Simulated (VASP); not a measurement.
Li: relaxation of cell and atoms with PBEsol

Crystal: Li.

```
CELL_PARAMETERS angstrom
-1.28234 1.28234 1.28234
1.28234 -1.28234 1.28234
1.28234 1.28234 -1.28234
ATOMIC_POSITIONS crystal
Li 0.00000 0.00000 0.00000
```

```json
{"Program": "VASP 6.6.1", "Task": "relaxation of cell and atoms", "Functional": "PBEsol", "Potentials or basis": "VASP PAW PBE potentials, release 64 (Li_sv)", "Cutoff": "600 eV", "k mesh": "21 × 21 × 21", "Occupations": "fermi-dirac, width 0.1 eV", "Spin": "no spin polarisation", "Target pressure": "52 GPa", "Dipole correction": "no", "Further INCAR settings": "ALGO = Normal; EDIFF = 1e-07; IBRION = 2; EDIFFG = -0.005; NSW = 32; ISIF = 3"}
```

The relaxed volume is 8.40 Å³/atom and the relaxed cell is a = 2.218 Å, b = 2.218 Å, c = 2.218 Å, α = 109.47°, β = 109.47°, γ = 109.47°. The space group after relaxing (to 0.1 Å) is Im-3m (No. 229) and the energy change on relaxing (the run minimises the enthalpy) is +11.1 meV/atom. The ionic steps are 2. The pressure after relaxing is 52.1 GPa. The band gap on the k mesh is zero (an odd number of electrons rules out a gap without spin polarisation).

The path:
```csv
step,energy change (eV),largest force (eV/Å),pressure (GPa),volume (Å³)
1,0.0000,0.0000,51.46,8.43
2,0.0111,0.0000,52.05,8.40
```

Final structure:
```yaml
crystal:
  lattice:
    - [-1.28060, 1.28060, 1.28060]
    - [1.28060, -1.28060, 1.28060]
    - [1.28060, 1.28060, -1.28060]
  atoms:
    - { symbol: Li, position: [0.00000, 0.00000, 0.00000] }
```

Levels at points of the mesh, in eV from the Fermi level:
```csv
k point,band 1,band 2,band 3,band 4
"(0.00, 0.00, 0.00)",-45.15,-3.98,26.29,26.29
```

Run time: 9.2 s on 1 thread of Intel(R) Xeon(R) Platinum 8488C (Sapphire Rapids) (shared host), peak memory 0.12 GiB.

Caveat: the cutoff is under 1.25 times the usual one of these potentials, so pressure, stress and relaxed cells hold a basis-set (Pulay) error; the cell is relaxed towards a set pressure, so the run minimises the enthalpy, not the energy; the PAW data sets were made with another functional, which shifts forces and pressure a little.
